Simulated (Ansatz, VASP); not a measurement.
# Two plane-wave programs on Eu

```
Eu
1.0
    -2.22747    2.22747    2.22747
     2.22747   -2.22747    2.22747
     2.22747    2.22747   -2.22747
Eu
1
Direct
  0.00000 0.00000 0.00000
```

Alike in both runs: task single point; functional r2SCAN; k mesh 5 × 5 × 5; occupations fermi-dirac, width 0.05 eV; collinear spin.

|  | VASP | Ansatz |
| --- | --- | --- |
| version | VASP 6.6.1 | Ansatz 0.2.0 |
| potentials or method | VASP PAW PBE potentials, release 64 (Eu), cutoff 520 eV | plane waves (500 eV) with PAW, scalar-relativistic |
| valence electrons in the cell | 17 | 17 |

Ansatz gave:

```
pressure (GPa)                                                : 0.1
net moment per atom (μB)                                      : 8.12
size of the moment on the site where the two differ most (μB) : 7.43
```

Q: What did VASP give for the same quantities?

A: Pressure (GPa): -0.7; net moment per atom (μB): 7.28; size of the moment on the site where the two differ most (μB): 6.60.

The net moments are unlike, so the other rows may belong to different states. VASP's potentials were made for PBE, not for r2SCAN. Site moments also hang on the region over which each program counts them. Ansatz's warnings: stability check not made.

The k mesh is coarse, so the values compare programs but aren't converged. Neither program's run includes spin-orbit coupling.
